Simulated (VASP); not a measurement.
A run of VASP 6.6.1 is set up as follows.

Contents of INCAR:

```
SYSTEM = PbS
  ALGO = Normal
  EDIFF = 1E-6
  ENCUT = 520
  GGA = CA
  ISIF = 2
  ISMEAR = -1
  LASPH = .TRUE.
  LCHARG = .FALSE.
  LREAL = .FALSE.
  LWAVE = .FALSE.
  NBANDS = 17
  NELM = 60
  PREC = Accurate
  SIGMA = 0.05
```

Contents of KPOINTS:

```
k-points
0
G
  8 8 8
  0 0 0
```

Contents of POSCAR:

```
PbS
1.0
    0.0000000000      3.0239167281      3.0239167281
    3.0239167281      0.0000000000      3.0239167281
    3.0239167281      3.0239167281      0.0000000000
Pb S
1 1
Direct
    0.0000000000      0.0000000000      0.0000000000
    0.5000000000      0.5000000000      0.5000000000
```

Potentials or basis: VASP PAW LDA potentials, release 64 (Pb_d, S).

Command:

```console
$ cat potpaw_LDA.64/Pb_d/POTCAR potpaw_LDA.64/S/POTCAR > POTCAR
$ mpirun -np 1 vasp_std > vasp.out
```

What does it give for the pressure?

-5.3 GPa.

What does it give for the band gap on the k mesh?

0.40 eV, direct.

Caveat: spin-orbit coupling is left out, which moves the levels of the heavy elements. A k mesh can miss the band edges.
